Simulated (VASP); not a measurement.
Crystal: EuIn.

```xyz
4
Lattice="3.7946 0.0000 0.0000 0.0000 3.7946 0.0000 0.0000 0.0000 8.6015" Properties=species:S:1:pos:R:3 pbc="T T T"
Eu    0.0000    0.0000    0.0000
Eu    0.0000    0.0000    4.3007
In    1.8973    1.8973    2.1504
In    1.8973    1.8973    6.4511
```

Base run:

* Program: VASP 6.6.1
* Functional: LDA
* Potentials or basis: VASP PAW PBE potentials, release 64 (Eu, In_d)
* Cutoff: 520 eV
* k mesh: 7 × 7 × 3
* Occupations: gaussian, width 0.1 eV
* Spin: collinear spin, antiferromagnetic start
* Starting moments: [5.6, -5.6, 0.0, 0.0] μB

Its results: pressure -4.5 GPa; net moment 0.00 μB per cell; site moments Eu +6.59, -6.59; In +0.00 μB.

The run is repeated on the same cell with these changes: spin from collinear spin, antiferromagnetic start to collinear spin, ferromagnetic start; moments at the start from [5.6, -5.6, 0.0, 0.0] to [5.6, 5.6, 0.0, 0.0]. What comes out?

Pressure -4.5 GPa; net moment 13.94 μB per cell; site moments Eu +6.58; In +0.00 μB.

Caveats: the cell stands under tension; the PAW data sets were made with another functional, which shifts forces and pressure a little.
